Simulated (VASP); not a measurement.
**TiW14 (a cell with a defect): single point with PBE+D3(BJ)**

The system is TiW14 (a cell with a defect).

```xyz
15
Lattice="6.3200 0.0000 0.0000 0.0000 6.3200 0.0000 0.0000 0.0000 6.3200" Properties=species:S:1:pos:R:3 pbc="T T T"
Ti    0.7955   -0.7864   -0.7859
W     3.2238    0.0365    0.0370
W    -0.0274    3.1054    0.0370
W    -0.0274    0.0365    3.1059
W     1.5832    1.5501    1.5506
W     3.1313    3.1978    0.0025
W     3.1313    0.0020    3.1983
W     4.7512    1.5780    1.5785
W     0.0072    3.1978    3.1983
W     1.6177    4.7114    1.6430
W     1.6177    1.6425    4.7119
W     3.1592    3.1700    3.1705
W     4.7791    4.7460    1.5506
W     4.7791    1.5501    4.7465
W     4.6866    4.7114    4.7119
```

```
Program                : VASP 6.6.1
Task                   : single point
Functional             : PBE
Dispersion             : D3(BJ)
Potentials or basis    : VASP PAW PBE potentials, release 64 (Ti_sv, W_sv)
Cutoff                 : 520 eV
k mesh                 : 3 × 3 × 3
Occupations            : fermi-dirac, width 0.1 eV
Spin                   : no spin polarisation
Dipole correction      : no
Further INCAR settings : LREAL = Auto; ALGO = Normal; EDIFF = 1e-06; NBANDS = 117
```

* Pressure: -5.1 GPa
* Largest force: 0.019 eV/Å
* Band gap on the k mesh: zero (band 104 reaches 10.55 eV, above the bottom of band 105 at 9.56 eV)
* Dispersion energy per atom: -0.652 eV

Forces on the atoms (eV/Å):
```
Ti   0.000  0.000  0.000
W   -0.011 -0.010 -0.010
W    0.010  0.011 -0.010
W    0.010 -0.010  0.011
W   -0.004 -0.003 -0.003
W   -0.003  0.003 -0.004
W   -0.003 -0.004  0.003
W    0.006 -0.006 -0.006
W    0.004  0.003  0.003
W   -0.011  0.011 -0.011
W   -0.011 -0.011  0.011
W   -0.005  0.005  0.005
W    0.003  0.004 -0.003
W    0.003 -0.003  0.004
W    0.011  0.011  0.011
```

Stress tensor (GPa, compression positive):
```
-5.13  2.63  2.63
 2.63 -5.13 -2.63
 2.63 -2.63 -5.13
```

Levels at points of the mesh, in eV from the Fermi level:
| k point | band 100 | band 101 | band 102 | band 103 | band 104 | band 105 | band 106 | band 107 | band 108 | band 109 |
| --- | --- | --- | --- | --- | --- | --- | --- | --- | --- | --- |
| (0.00, 0.00, 0.00) | -0.12 | -0.12 | 0.14 | 0.23 | 0.47 | 0.47 | 0.94 | 1.07 | 1.07 | 1.14 |

Wall time 4.7 min on 1 thread of Intel(R) Xeon(R) Platinum 8559C (Emerald Rapids), on a shared host, peak memory 0.39 GiB.

Caveat: spin-orbit coupling is left out, which moves the levels of the heavy elements.
